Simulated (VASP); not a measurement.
Write the native input for VASP 6.6.1 that does the following.

| Property | Result |
| --- | --- |
| Task | single point |
| Functional | LDA |
| Potentials or basis | VASP PAW LDA potentials, release 64 (V_sv) |
| Cutoff | 520 eV |
| k mesh | 25 × 25 × 25 |
| Occupations | fermi-dirac, width 0.05 eV |
| Spin | collinear spin, ferromagnetic start |
| Starting moments | [1.0] μB |
| Dipole correction | no |
| Further INCAR settings | ALGO = Normal; EDIFF = 1e-06; NBANDS = 16 |

The structure of V lies in POSCAR:

```
V
1.0
   -1.4823695660      1.4823695660      1.4823695660
    1.4823695660     -1.4823695660      1.4823695660
    1.4823695660      1.4823695660     -1.4823695660
V
1
Direct
    0.0000000000      0.0000000000      0.0000000000
```

This cell differs from its parent crystal: volume scaled by 1.04.

The input as run:

INCAR

```
  PREC = Accurate
  ENCUT = 520
  EDIFF = 1E-6
  ISMEAR = -1
  SIGMA = 0.05
  LREAL = F
  LASPH = T
  NELM = 150
  ALGO = Normal
  ISIF = 2
  LWAVE = F
  LCHARG = F
  ISPIN = 2
  MAGMOM = 1
  LORBIT = 11
  LMAXMIX = 4
  GGA = CA
  NBANDS = 16
```

KPOINTS

```
regular mesh
0
Gamma
  25 25 25
```

Potentials or basis: VASP PAW LDA potentials, release 64 (V_sv).

Launch:

```sh
$ cat potpaw_LDA.64/V_sv/POTCAR > POTCAR
$ mpirun -np 1 vasp_std > vasp.out
```

Results of the run:

| Item | Value |
| --- | --- |
| Pressure | -7.2 GPa |
| Net moment | 0.00 μB per cell |
| Valence electrons inside the program's atomic spheres | V 11.74 |

Wall time 70 s on 1 thread of Intel(R) Xeon(R) 6975P-C (Granite Rapids) (shared host), peak memory 0.24 GiB.
